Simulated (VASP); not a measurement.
# AlAs in VASP: single point with PBEsol

Aim: the single point of AlAs with PBEsol.

Program: VASP 6.6.1. These are calculated values, not measurements. Logs are shortened: lines on timing, memory, paths and dates and some standing lists are left out, and cuts for length are marked.

## 1. The cell of the first run

The cell holds a slab with vacuum, 8 atoms: a = 4.003 Å, b = 4.003 Å, c = 27.622 Å, α = 90.00°, β = 90.00°, γ = 120.00°.

## 2. Single point, PBEsol

Input file INCAR:

```
SYSTEM = AlAs
PREC     = Accurate       ! precision mode
ENCUT    = 520            ! plane-wave cutoff, eV
EDIFF    = 1E-6           ! SCF threshold, eV
ISMEAR   = 0              ! smearing method
SIGMA    = 0.05           ! smearing width, eV
LREAL    = .False.        ! projectors in reciprocal space
LASPH    = .True.         ! aspherical terms in the spheres
NELM     = 80             ! most SCF steps
ALGO     = Normal         ! electronic algorithm
ISIF     = 2              ! what is computed and relaxed
LWAVE    = .False.        ! write WAVECAR
LCHARG   = .False.        ! write CHGCAR
LDIPOL   = .True.       
IDIPOL   = 3            
DIPOL    = 0.5 0.5 0.501
GGA      = PS             ! functional
NBANDS   = 26             ! bands
```

Input file KPOINTS:

```
Automatic mesh
0
Gamma
  9 9 1
  0 0 0
```

Input file POSCAR:

```
AlAs
1.0
    4.0027900662     -0.0000000029      0.0000000000
   -2.0013950306      3.4665178848      0.0000000000
    0.0000000000      0.0000000000     27.6218593534
As Al
4 4
Direct
    0.0000000000      0.0000000000      0.3077272928
    0.3333333333      0.6666666667      0.4260489540
    0.6666666667      0.3333333333      0.5465723364
    0.0000000000      0.0000000000      0.6664989782
    0.3333333333      0.6666666667      0.3373077132
    0.6666666667      0.3333333333      0.4556293745
    0.0000000000      0.0000000000      0.5745410281
    0.3333333333      0.6666666667      0.6926282093
```

Potentials or basis: VASP PAW PBE potentials, release 64 (As, Al).

Command:

```console
$ cat potpaw_PBE.64/As/POTCAR potpaw_PBE.64/Al/POTCAR > POTCAR
$ mpirun -np 1 vasp_std > vasp.out
```

OUTCAR:

```text
SYSTEM = AlAs
   PREC = Accurate
   ENCUT = 520
   EDIFF = 1E-6
   ISMEAR = 0
   LREAL = .False.
   LASPH = .True.
   NELM = 80
   ISIF = 2
   GGA = PS

 ion  position               nearest neighbor table
   1  0.000  0.000  0.308-   5 2.45   5 2.45   5 2.45
   2  0.333  0.667  0.426-   5 2.45   6 2.45   6 2.45   6 2.45
   3  0.667  0.333  0.547-   7 2.44   7 2.44   7 2.44   6 2.51
   4  0.000  0.000  0.666-   8 2.42   8 2.42   8 2.42   7 2.54
   5  0.333  0.667  0.337-   2 2.45   1 2.45   1 2.45   1 2.45
   6  0.667  0.333  0.456-   2 2.45   2 2.45   2 2.45   3 2.51
   7  0.000  0.000  0.575-   3 2.44   3 2.44   3 2.44   4 2.54
   8  0.333  0.667  0.693-   4 2.42   4 2.42   4 2.42

  LATTYP: Found a hexagonal cell.
 ALAT       =     4.0027900662
 C/A-ratio  =     6.9006515197

  Lattice vectors:

 A1 = (   4.0027900662,  -0.0000000029,   0.0000000000)
 A2 = (  -2.0013950306,   3.4665178848,   0.0000000000)
 A3 = (   0.0000000000,   0.0000000000,  27.6218593534)

Analysis of symmetry for initial positions (statically):
=====================================================================
 Subroutine PRICEL returns:
 Original cell was already a primitive cell.

 Routine SETGRP: Setting up the symmetry group for a
 hexagonal supercell.

 Subroutine GETGRP returns: Found  6 space group operations
 (whereof  6 operations were pure point group operations)
 out of a pool of 24 trial point group operations.

The static configuration has the point symmetry C_3v.

Analysis of symmetry for dynamics (positions and initial velocities):
=====================================================================
 Subroutine PRICEL returns:
 Original cell was already a primitive cell.

 Routine SETGRP: Setting up the symmetry group for a
 hexagonal supercell.

 Subroutine GETGRP returns: Found  6 space group operations
 (whereof  6 operations were pure point group operations)
 out of a pool of 24 trial point group operations.

The dynamic configuration has the point symmetry C_3v.

 Subroutine INISYM returns: Found  6 space group operations
 (whereof  6 operations are pure point group operations),
 and found     1 'primitive' translations

----------------------------------------------------------------------------------------

                                     Primitive cell
[... 100 lines left out ...]
   PSTRESS=    0.0 pullay stress
   NELECT =      32.0000    total number of electrons
   NUPDOWN=      -1.0000    fix difference up-down
   EMIN   =  10.00;   EMAX   =-10.00  energy-range for DOS
   EFERMI =   0.00;   METHOD = LEGACY
   ISMEAR =     0;   SIGMA  =   0.05  broadening in eV -4-tet -1-fermi 0-gaus
   EFERMI_NEDOS =   21; number of points for ismear=-14 and -15
   IALGO  =     38    algorithm
   IMIX   =      4    mixing-type and parameters
     AMIX     =   0.40;   BMIX     =  1.00
     AMIX_MAG =   1.60;   BMIX_MAG =  1.00
  volume/ion in A,a.u.               =      47.91       323.31
  Fermi-wavevector in a.u.,A,eV,Ry     =   0.715520  1.352137  6.965759  0.511969
  Thomas-Fermi vector in A             =   1.803702
   LORBIT       =      0    0 simple, 1 ext, 2 COOP (PROOUT), +10 PAW based schemes
   GGA     = PS    functional components
   LHFCALC =     F    Hartree Fock is set to
   AEXX    =    0.0000 exact exchange contribution
   IVDW    =     0    specifies the selected vdW correction
   LEPSILON=     F    determine dielectric tensor
   LRPA    =     F    only Hartree local field effects (RPA)
 non-spin polarized calculation
 Gauss-broadening in eV      SIGMA  =   0.05
  energy-cutoff  :      520.00
  volume of cell :      383.27
 maximum number of plane-waves:     10377
 NGX is ok and might be reduce to    30
   NGX = 15   NGY = 15   NGZ =103

 dipolmoment           0.000000      0.000000      0.002324 electrons x Angstroem

 number of electron      31.9999997 magnetization

 dipolmoment           0.000000      0.000000     -0.197020 electrons x Angstroem

 Free energy of the ion-electron system (eV)
  ---------------------------------------------------
  ext. energy  EPLUGINS =         0.00000000
  ---------------------------------------------------
  free energy    TOTEN  =       -37.60761491 eV

  energy without entropy =      -37.59607372  energy(sigma->0) =      -37.60184431

 E-fermi :  -0.3984     XC(G=0):  -4.8883

 val. band max:       -0.4121614715   @ k =   0.3333   0.3333   0.0000
 cond. band min:      -0.3915442953   @ k =   0.4444   0.0000   0.0000
 fundamental gap:      0.0206171762
 Fermi energy:        -0.3983694543

 k-point     1 :       0.0000    0.0000    0.0000
  band No.  band energies     occupation
      1     -13.3276      2.00000
      2     -12.5937      2.00000
      3     -11.9002      2.00000
      4     -10.7971      2.00000
      5      -6.3815      2.00000
      6      -4.9646      2.00000
[... 337 lines left out ...]
     25       5.0574      0.00000
     26       5.3776      0.00000

------------------------ aborting loop because EDIFF is reached ----------------------------------------

 vacuum level on the upper side and lower side of the slab       (xc-potential included)        -1.388         1.137

  FORCE on cell =-STRESS in cart. coord.  units (eV):
  Direction    XX          YY          ZZ          XY          YZ          ZX
  --------------------------------------------------------------------------------------
  -------------------------------------------------------------------------------------
  Total        0.2523502      0.2523502      1.2194662     -0.0000000      0.0000000     -0.0000000
  in kB        1.0548847      1.0548847      5.0976637     -0.0000000      0.0000000     -0.0000000
  external PRESSURE =       2.4024777 kB  Pullay stress =       0.0000000 kB

 VOLUME and BASIS-vectors are now :
 -----------------------------------------------------------------------------
  energy-cutoff  :      520.00
  volume of cell :      383.27
      direct lattice vectors                 reciprocal lattice vectors
     4.002790066 -0.000000003  0.000000000     0.249825743  0.144236959  0.000000000
    -2.001395031  3.466517885  0.000000000     0.000000000  0.288473919  0.000000000
     0.000000000  0.000000000 27.621859353     0.000000000  0.000000000  0.036203211

 POSITION                                       TOTAL-FORCE (eV/Angst)
 -----------------------------------------------------------------------------------
      0.00000      0.00000      8.50000         0.000000      0.000000     -0.071902
      0.00000      2.31101     11.76826         0.000000     -0.000000      0.640564
      2.00140      1.15551     15.09734         0.000000     -0.000000      0.008413
      0.00000      0.00000     18.40994         0.000000     -0.000000      0.008367
      0.00000      2.31101      9.31707        -0.000000      0.000000     -0.404539
      2.00140      1.15551     12.58533        -0.000000      0.000000     -0.190788
      0.00000      0.00000     15.86989         0.000000     -0.000000      0.004211
      0.00000      2.31101     19.13168         0.000000     -0.000000      0.005674
 -----------------------------------------------------------------------------------
    total drift:                                0.000000     -0.000000     -0.000337

  FREE ENERGIE OF THE ION-ELECTRON SYSTEM (eV)
  ---------------------------------------------------
  free  energy   TOTEN  =       -37.6076149068 eV

  energy  without entropy=      -37.5960737223  energy(sigma->0) =      -37.60184431

 vacuum level on the upper side and lower side of the slab         2.943         5.523
```

Run time: 4.9 min. Hardware: 1 thread of AMD EPYC 7R13 (Zen 3), shared host; peak memory 0.43 GiB.

Results:

- Free energy: -37.6076 eV
- Largest force: 0.641 eV/Å
- Band gap on the k mesh: zero (band 16 reaches -0.19 eV, above the bottom of band 17 at -0.41 eV)

Forces in eV/Å, atoms in the order of the input:
```
As   0.000  0.000 -0.072
As   0.000  0.000  0.641
As   0.000  0.000  0.008
As   0.000  0.000  0.008
Al   0.000  0.000 -0.405
Al   0.000  0.000 -0.191
Al   0.000  0.000  0.004
Al   0.000  0.000  0.006
```

Caveat: the PAW data sets were made with another functional, which shifts forces and pressure a little.
